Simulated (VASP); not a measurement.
Set up this calculation in VASP 6.6.1, as the native input.

* Task: single point
* Functional: PBE
* Potentials or basis: VASP PAW PBE potentials, release 64 (Al, Ga_d, N)
* Cutoff: 520 eV
* k mesh: 12 × 12 × 14
* Occupations: gaussian, width 0.1 eV
* Spin: no spin polarisation
* Dipole correction: no
* Further INCAR settings: ALGO = Normal; EDIFF = 1e-07; NBANDS = 18

The structure of AlGaN lies in POSCAR:

```
AlGaN
1.0
    3.1854624584      0.0000000000      0.0000000000
   -1.5927312292      2.7586914117      0.0000000000
    0.0000000000      0.0000000000      6.3847856303
Al Ga N
1 1 1
Direct
    0.0000000000      0.0000000000      0.5000000000
    0.3333333333      0.6666666667      0.0000000000
    0.6666666667      0.3333333333      0.0000000000
```

The cell was generated, and may not be a known phase.

The input as run:

INCAR

```
SYSTEM = AlGaN
PREC = Accurate ; ENCUT = 520
EDIFF = 1E-7 ; ISMEAR = 0
SIGMA = 0.1 ; LREAL = .FALSE.
LASPH = .TRUE. ; NELM = 100
ALGO = Normal ; ISIF = 2
LWAVE = .FALSE. ; LCHARG = .TRUE.
GGA = PE ; LELF = .TRUE.
LVHAR = .TRUE. ; NBANDS = 18
```

KPOINTS

```
Automatic mesh
0
G
  12 12 14
  0 0 0
```

Potentials or basis: VASP PAW PBE potentials, release 64 (Al, Ga_d, N).

Command:

```console
$ cat potpaw_PBE.64/Al/POTCAR potpaw_PBE.64/Ga_d/POTCAR potpaw_PBE.64/N/POTCAR > POTCAR
$ mpirun -np 1 vasp_std > vasp.out
```

Results of the run:

| Quantity | Value |
| --- | --- |
| Pressure | -0.2 GPa |
| Band gap on the k mesh | zero (an odd number of electrons rules out a gap without spin polarisation) |

Wall time 99 s on 1 thread of AMD EPYC 7R13 Processor (Zen 3), with other jobs on the host, peak memory 0.26 GiB.
